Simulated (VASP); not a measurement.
A run of VASP 6.6.1 is set up as follows.

File INCAR:

```
SYSTEM = Ge2Sb2Te5
ALGO     = Normal         ! electronic algorithm
EDIFF    = 1E-7           ! SCF threshold, eV
ENCUT    = 520            ! plane-wave cutoff, eV
GGA      = PE             ! functional
ISIF     = 2              ! what is computed and relaxed
ISMEAR   = 0              ! smearing method
LASPH    = .TRUE.         ! aspherical terms in the spheres
LCHARG   = .FALSE.        ! write CHGCAR
LREAL    = .FALSE.        ! projectors in reciprocal space
LWAVE    = .FALSE.        ! write WAVECAR
NBANDS   = 44             ! bands
NELM     = 100            ! most SCF steps
PREC     = Accurate       ! precision mode
SIGMA    = 0.03           ! smearing width, eV
```

KPOINTS

```
k-points
0
G
  12 12 2
  0 0 0
```

Contents of POSCAR:

```
Ge2Sb2Te5
1.0
    4.3623867130      0.0000000000      0.0000000000
   -2.1811933565      3.7779377146      0.0000000000
    0.0000000000      0.0000000000     15.4384865773
Ge Sb Te
2 2 5
Direct
    0.0000000000      0.0000000000      0.3313200918
    0.0000000000      0.0000000000      0.6686799082
    0.3333333333      0.6666666667      0.1120971408
    0.6666666667      0.3333333333      0.8879028592
    0.0000000000      0.0000000000      0.0000000000
    0.3333333333      0.6666666667      0.7914345914
    0.6666666667      0.3333333333      0.2085654086
    0.3333333333      0.6666666667      0.4096023866
    0.6666666667      0.3333333333      0.5903976134
```

Potentials or basis: VASP PAW PBE potentials, release 64 (Ge_d, Sb, Te).

Command:

```console
$ cat potpaw_PBE.64/Ge_d/POTCAR potpaw_PBE.64/Sb/POTCAR potpaw_PBE.64/Te/POTCAR > POTCAR
$ mpirun -np 1 vasp_std > vasp.out
```

(1) Estimate the largest force.

(2) Predict the band gap on the k mesh.

(3) What does it give for the pressure?

## Answers

(1) 0.893 eV/Å.

(2) zero (bands 34 and 35 overlap by 0.35 eV).

(3) 5.7 GPa.

Caveat: the cell stands under pressure; spin-orbit coupling is left out, which moves the levels of the heavy elements.
